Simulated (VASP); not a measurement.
Set up this calculation in VASP 6.6.1, as the native input.

```
Task                   : relaxation of cell and atoms
Functional             : PBE
Potentials or basis    : VASP PAW PBE potentials, release 64 (Cs_sv, Re_sv_GW)
Cutoff                 : 560 eV
k mesh                 : 6 × 6 × 6
Occupations            : gaussian, width 0.1 eV
Spin                   : no spin polarisation
Dipole correction      : no
Further INCAR settings : ALGO = Normal; EDIFF = 1e-07; IBRION = 2; EDIFFG = -0.04; NSW = 90; ISIF = 3
```

The structure of CsRe2 lies in POSCAR:

```
CsRe2
1.0
    0.0000000000      3.1198178290      3.1198178290
    3.1198178290      0.0000000000      3.1198178290
    3.1198178290      3.1198178290      0.0000000000
Cs Re
1 2
Direct
    0.0000000000      0.0000000000      0.0000000000
    0.2500000000      0.2500000000      0.2500000000
    0.7500000000      0.7500000000      0.7500000000
```

One way to write it, as run:

INCAR

```
SYSTEM = CsRe2
ALGO = Normal
EDIFF = 1E-7
EDIFFG = -0.04
ENCUT = 560
GGA = PE
GGA_COMPAT = .False.
IBRION = 2
ISIF = 3
ISMEAR = 0
LASPH = .True.
LCHARG = .False.
LREAL = .False.
LWAVE = .False.
NELM = 120
NELMIN = 4
NSW = 90
PREC = Accurate
SIGMA = 0.1
```

KPOINTS

```
k-points
0
Gamma
  6 6 6
  0 0 0
```

Potentials or basis: VASP PAW PBE potentials, release 64 (Cs_sv, Re_sv_GW).

Launch:

```bash
$ cat potpaw_PBE.64/Cs_sv/POTCAR potpaw_PBE.64/Re_sv_GW/POTCAR > POTCAR
$ mpirun -np 1 vasp_std > vasp.out
```

It gave:

```yaml
Relaxed_volume: 20.87 Å³/atom
Relaxed_cell: a = 4.457 Å, b = 4.457 Å, c = 4.457 Å, α = 60.00°, β = 60.00°, γ = 60.00°
Space_group_after_relaxing_to_0.1_Å: Fm-3m (No. 225)
Energy_gained_by_relaxing: 7.0 meV/atom
Ionic_steps: 3
Pressure_after_relaxing: 0.0 GPa
Band_gap_on_the_k_mesh: zero (an odd number of electrons rules out a gap without spin polarisation)
```

Caveat: spin-orbit coupling is left out, which moves the levels of the heavy elements.

Run time: 50 s on 1 thread of Intel(R) Xeon(R) 6975P-C (Granite Rapids), on a shared host, peak memory 0.22 GiB.
